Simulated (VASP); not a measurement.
# NiO (Fm-3m) in VASP: notebook, part 2 of 2

VASP 6.6.1.

### Step 4. Single point, PBEsol+U, collinear spin, ferromagnetic start

Input file INCAR:

```
SYSTEM = NiO
PREC = Accurate
ENCUT = 600
EDIFF = 1E-6
ISMEAR = 0
SIGMA = 0.05
LREAL = .FALSE.
LASPH = .TRUE.
NELM = 200
ALGO = Normal
ISIF = 2
LWAVE = .FALSE.
LCHARG = .FALSE.
ISPIN = 2
MAGMOM = 2 0
LORBIT = 11
LMAXMIX = 4
LDAU = .TRUE.
LDAUTYPE = 2
LDAUL = 2 -1
LDAUU = 4 0
LDAUJ = 0 0
LDAUPRINT = 1
GGA = PS
NBANDS = 23
GGA_COMPAT = .FALSE.
```

Input file KPOINTS:

```
regular mesh
0
G
  8 8 8
  0 0 0
```

Input file POSCAR:

```
NiO
1.0
    0.0000000000      2.0913095100      2.0913095100
    2.0913095100      0.0000000000      2.0913095100
    2.0913095100      2.0913095100      0.0000000000
Ni O
1 1
Direct
    0.0000000000      0.0000000000      0.0000000000
    0.5000000000      0.5000000000      0.5000000000
```

Potentials or basis: VASP PAW PBE potentials, release 64 (Ni_sv_GW, O).

On the command line:

```console
$ cat potpaw_PBE.64/Ni_sv_GW/POTCAR potpaw_PBE.64/O/POTCAR > POTCAR
$ mpirun -np 1 vasp_std > vasp.out
```

OUTCAR:

```text
SYSTEM = NiO
   PREC = Accurate
   ENCUT = 600
   EDIFF = 1E-6
   ISMEAR = 0
   LREAL = .FALSE.
   LASPH = .TRUE.
   NELM = 200
   ISIF = 2
   ISPIN = 2
   LORBIT = 11
   GGA = PS

 ion  position               nearest neighbor table
   1  0.000  0.000  0.000-   2 2.09   2 2.09   2 2.09   2 2.09   2 2.09   2 2.09
   2  0.500  0.500  0.500-   1 2.09   1 2.09   1 2.09   1 2.09   1 2.09   1 2.09

  LATTYP: Found a face centered cubic cell.
 ALAT       =     4.1826190200

  Lattice vectors:

 A1 = (   0.0000000000,   2.0913095100,   2.0913095100)
 A2 = (   2.0913095100,   0.0000000000,   2.0913095100)
 A3 = (   2.0913095100,   2.0913095100,   0.0000000000)

Analysis of symmetry for initial positions (statically):
=====================================================================
 Subroutine PRICEL returns:
 Original cell was already a primitive cell.

 Routine SETGRP: Setting up the symmetry group for a
 face centered cubic supercell.

[... 224 lines left out ...]
 spin component 1

 k-point     1 :       0.0000    0.0000    0.0000
  band No.  band energies     occupation
      1     -97.5830      1.00000
      2     -58.1071      1.00000
      3     -58.1071      1.00000
      4     -58.1071      1.00000
      5     -13.2182      1.00000
      6       1.5426      1.00000
[... 1241 lines left out ...]
     22      37.5423      0.00000
     23      38.3563      0.00000

 [... further k-points ...]
[... 5 lines left out ...]
  --------------------------------------------------------------------------------------
  -------------------------------------------------------------------------------------
  Total       -0.4019319     -0.4019319     -0.4019319      0.0000000      0.0000000      0.0000000
  in kB      -35.2028783    -35.2028783    -35.2028783      0.0000000      0.0000000      0.0000000
  external PRESSURE =     -35.2028783 kB  Pullay stress =       0.0000000 kB

 VOLUME and BASIS-vectors are now :
 -----------------------------------------------------------------------------
  energy-cutoff  :      600.00
  volume of cell :       18.29
      direct lattice vectors                 reciprocal lattice vectors
     0.000000000  2.091309510  2.091309510    -0.239084649  0.239084649  0.239084649
     2.091309510  0.000000000  2.091309510     0.239084649 -0.239084649  0.239084649
     2.091309510  2.091309510  0.000000000     0.239084649  0.239084649 -0.239084649

 POSITION                                       TOTAL-FORCE (eV/Angst)
 -----------------------------------------------------------------------------------
      0.00000      0.00000      0.00000        -0.000000      0.000000      0.000000
      2.09131      2.09131      2.09131         0.000000     -0.000000     -0.000000
 -----------------------------------------------------------------------------------
    total drift:                                0.000000     -0.000000     -0.000000

  FREE ENERGIE OF THE ION-ELECTRON SYSTEM (eV)
  ---------------------------------------------------
  free  energy   TOTEN  =       -11.7042269381 eV

  energy  without entropy=      -11.7042269381  energy(sigma->0) =      -11.70422694

 total charge

# of ion       s       p       d       f       tot
--------------------------------------------------
    1        2.162   6.236   7.728   0.010  16.135
    2        1.540   3.457   0.000   0.000   4.996
--------------------------------------------------
tot          3.701   9.692   7.728   0.010  21.131

 magnetization (x)

# of ion       s       p       d       f       tot
--------------------------------------------------
    1        0.009   0.012   1.706   0.001   1.729
    2        0.026   0.205   0.000   0.000   0.231
--------------------------------------------------
tot          0.035   0.217   1.706   0.001   1.959
```

OSZICAR:

```text
N       E                     dE             d eps       ncg     rms          rms(c)
DAV:   1     0.246590043334E+03    0.24659E+03   -0.13752E+04  4115   0.371E+03
DAV:   2    -0.372710591073E+01   -0.25032E+03   -0.23783E+03  4320   0.888E+02
DAV:   3    -0.146844102805E+02   -0.10957E+02   -0.10927E+02  4109   0.191E+02
DAV:   4    -0.148332873641E+02   -0.14888E+00   -0.14887E+00  3673   0.119E+01
DAV:   5    -0.148369631153E+02   -0.36758E-02   -0.36756E-02  3458   0.175E+00    0.160E+01
DAV:   6    -0.131103038050E+02    0.17267E+01   -0.40910E+01  4437   0.337E+02    0.152E+01
DAV:   7    -0.113728383003E+02    0.17375E+01   -0.12917E+01  3704   0.248E+02    0.468E+00
DAV:   8    -0.116599808822E+02   -0.28714E+00   -0.52678E-01  4454   0.270E+01    0.258E+00
DAV:   9    -0.117042939890E+02   -0.44313E-01   -0.32923E-01  5020   0.373E+01    0.104E+00
DAV:  10    -0.117036514540E+02    0.64253E-03   -0.34392E-02  4389   0.539E+00    0.327E-01
DAV:  11    -0.117038929438E+02   -0.24149E-03   -0.40254E-03  4547   0.337E+00    0.110E-01
DAV:  12    -0.117042215208E+02   -0.32858E-03   -0.29024E-04  4416   0.641E-01    0.656E-02
DAV:  13    -0.117041638057E+02    0.57715E-04   -0.11969E-04  4478   0.777E-01    0.302E-02
DAV:  14    -0.117042275538E+02   -0.63748E-04   -0.30673E-05  3888   0.154E-01    0.118E-02
DAV:  15    -0.117042269381E+02    0.61573E-06   -0.19853E-06  2442   0.116E-01
   1 F= -.11704227E+02 E0= -.11704227E+02  d E =-.285809E-14  mag=     2.0000
```

Wall time 34 s (1 thread of Intel Xeon Platinum 8259CL at 2.50GHz (Skylake/Cascade Lake), shared host); peak memory 0.17 GiB.

What came out:

| Item | Value |
| --- | --- |
| Free energy | -11.7042 eV |
| Pressure | -3.5 GPa |
| Band gap on the k mesh | 1.28 eV, indirect (least direct gap 2.23 eV) |
| Net moment | 2.00 μB per cell |
| Site moments | Ni +1.73; O +0.23 μB |
| Valence electrons inside the program's atomic spheres | Ni 16.14; O 5.00 |

Levels at points of the mesh, in eV from the valence-band top:
Spin up:
```csv
k point,band 10,band 11,band 12,band 13,band 14,band 15,band 16,band 17
"(0.00, 0.00, 0.00)",-3.95,-2.19,-2.19,-2.19,1.92,17.95,18.67,18.67
"(0.50, 0.00, 0.00)",-3.37,-2.47,0.00,0.00,5.87,10.42,14.19,14.19
"(0.50, 0.50, 0.00)",-3.56,-3.56,-3.05,-3.05,6.31,11.05,11.95,16.91
```
Spin down:
| k point | band 9 | band 10 | band 11 | band 12 | band 13 | band 14 |
| --- | --- | --- | --- | --- | --- | --- |
| (0.00, 0.00, 0.00) | -1.73 | -1.73 | -1.73 | 1.28 | 1.28 | 2.30 |
| (0.50, 0.00, 0.00) | -1.73 | -1.73 | -1.39 | 3.89 | 3.89 | 6.07 |
| (0.50, 0.50, 0.00) | -3.15 | -1.85 | -1.85 | 1.76 | 2.28 | 6.87 |

Eigenvalues of the final occupation matrices:
| site | spin | trace | eigenvalues |
| --- | --- | --- | --- |
| site 1 d | 1 | 4.73 | 0.93 0.93 0.93 0.97 0.97 |
| site 1 d | 2 | 3.02 | 0.13 0.13 0.92 0.92 0.92 |

Caveat: the PAW data sets were made with another functional, which shifts forces and pressure a little; a cell with one magnetic atom can't hold antiferromagnetic order, which such compounds often take.
